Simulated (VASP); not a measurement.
The system is MgB2.

```
CELL_PARAMETERS angstrom
3.08500 0.00000 0.00000
-1.54250 2.67169 0.00000
0.00000 0.00000 3.52300
ATOMIC_POSITIONS crystal
Mg 0.00000 0.00000 0.00000
B 0.66667 0.33333 0.50000
B 0.33333 0.66667 0.50000
```

* Program: VASP 6.6.1
* Task: relaxation of cell and atoms
* Functional: revPBE
* Dispersion: D4
* Potentials or basis: VASP PAW PBE potentials, release 64 (Mg, B)
* Cutoff: 600 eV
* k mesh: 10 × 10 × 8
* Occupations: fermi-dirac, width 0.05 eV
* Spin: no spin polarisation

At the start: pressure -6.6 GPa; volume 9.68 Å³/atom.

**Question.** How do energy, volume and symmetry change on relaxing?

**Answer.** Over 5 steps the energy falls by 10.9 meV/atom and the volume is 9.20 Å³/atom (-4.9 %); space group P6/mmm (No. 191, to 0.05 Å).

Step by step:
| step | energy change (eV) | largest force (eV/Å) | pressure (GPa) | volume (Å³) |
| --- | --- | --- | --- | --- |
| 1 | 0.0000 | 0.0000 | -6.59 | 29.04 |
| 2 | -0.0277 | 0.0000 | 1.99 | 27.40 |
| 3 | -0.0293 | 0.0000 | 0.28 | 27.69 |
| 4 | -0.0326 | 0.0000 | 0.11 | 27.63 |
| 5 | -0.0328 | 0.0000 | 0.05 | 27.61 |

Final structure:
```cif
data_structure
_symmetry_space_group_name_H-M 'P 1'
_symmetry_Int_Tables_number 1
_cell_length_a 3.0536
_cell_length_b 3.0536
_cell_length_c 3.4189
_cell_angle_alpha 90.000
_cell_angle_beta 90.000
_cell_angle_gamma 120.000
_cell_volume 27.61
loop_
_atom_site_label
_atom_site_type_symbol
_atom_site_fract_x
_atom_site_fract_y
_atom_site_fract_z
_atom_site_occupancy
Mg1 Mg 0.00000 0.00000 0.00000 1
B1 B 0.66667 0.33333 0.50000 1
B2 B 0.33333 0.66667 0.50000 1
```

Caveat: the PAW data sets were made with another functional, which shifts forces and pressure a little; pairwise dispersion overbinds metals, which lowers pressure and volume.
